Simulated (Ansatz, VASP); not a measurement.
**Ge: VASP beside Ansatz**

```xyz
6
Lattice="-3.7787 3.7787 2.2959 3.7787 -3.7787 2.2959 3.7787 3.7787 -2.2959" Properties=species:S:1:pos:R:3 pbc="T T T"
Ge    0.0000    0.0000    2.2959
Ge    3.7787    0.0000    1.1479
Ge    1.8894    3.5522    1.7219
Ge   -1.8894    4.0053    1.7219
Ge    0.2266    1.8894    0.5740
Ge   -0.2266    5.6681    0.5740
```

Alike in both runs: functional PBE; k mesh 10 × 10 × 10; occupations gaussian, width 0.1 eV; no spin polarisation.

Ansatz relaxed the structure, and its values are those at the end. VASP's run is a single point on that final structure, the one shown.

|  | VASP | Ansatz |
| --- | --- | --- |
| version | VASP 6.6.1 | Ansatz 0.2.0 |
| potentials or method | VASP PAW PBE potentials, release 64 (Ge_d), cutoff 520 eV | scalar-relativistic, plane waves, PAW |
| valence electrons in the cell | 84 | 84 |

|  | VASP | Ansatz | Ansatz less VASP |
| --- | --- | --- | --- |
| gap on the k mesh at the Fermi level (eV) | none | none | - |
| pressure (GPa) | 0.0 | 0.0 | -0.04 |

A gap of «none» marks a metal or a gap that the smearing closes.
